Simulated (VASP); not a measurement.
Here is a VASP 6.6.1 calculation.

File POSCAR:

```
Al2Au
1.0
    0.0000000000      3.0049689011      3.0049689011
    3.0049689011      0.0000000000      3.0049689011
    3.0049689011      3.0049689011      0.0000000000
Al Au
2 1
Direct
    0.2500000000      0.2500000000      0.2500000000
    0.7500000000      0.7500000000      0.7500000000
    0.0000000000      0.0000000000      0.0000000000
```

Contents of INCAR.step1:

```
SYSTEM = Al2Au
PREC     = Accurate       ! precision mode
ENCUT    = 520            ! plane-wave cutoff, eV
ISMEAR   = 0              ! smearing method
SIGMA    = 0.1            ! smearing width, eV
LREAL    = .False.        ! projectors in reciprocal space
LASPH    = .True.         ! aspherical terms in the spheres
NELM     = 60             ! most SCF steps
NBANDS   = 16             ! bands
GGA      = PE             ! functional
ALGO     = Normal         ! electronic algorithm
EDIFF    = 1E-4           ! SCF threshold, eV
LWAVE    = .True.         ! write WAVECAR
LCHARG   = .False.        ! write CHGCAR
```

File INCAR.step2:

```
SYSTEM = Al2Au
PREC     = Accurate       ! precision mode
ENCUT    = 520            ! plane-wave cutoff, eV
EDIFF    = 1E-6           ! SCF threshold, eV
ISMEAR   = 0              ! smearing method
SIGMA    = 0.1            ! smearing width, eV
LREAL    = .False.        ! projectors in reciprocal space
LASPH    = .True.         ! aspherical terms in the spheres
NELM     = 60             ! most SCF steps
ALGO     = Normal         ! electronic algorithm
ISIF     = 2              ! what is computed and relaxed
LWAVE    = .False.        ! write WAVECAR
LCHARG   = .False.        ! write CHGCAR
METAGGA  = R2SCAN         ! meta-GGA
LMIXTAU  = .True.       
NBANDS   = 16             ! bands
ISTART   = 1
```

The input KPOINTS:

```
Automatic mesh
0
Gamma
  12 12 12
  0 0 0
```

Potentials or basis: VASP PAW PBE potentials, release 64 (Al, Au).

Launch:

```sh
$ cat potpaw_PBE.64/Al/POTCAR potpaw_PBE.64/Au/POTCAR > POTCAR
$ cp INCAR.step1 INCAR
$ mpirun -np 1 vasp_std > vasp.out
$ cp INCAR.step2 INCAR
$ mpirun -np 1 vasp_std > vasp.out
```

**Question.** Estimate the pressure.

**Answer.** -0.3 GPa.

**Question.** What does it give for the band gap on the k mesh?

**Answer.** Zero (an odd number of electrons rules out a gap without spin polarisation).

Caveat: the PAW data sets were made with another functional, which shifts forces and pressure a little; spin-orbit coupling is left out, which moves the levels of the heavy elements.
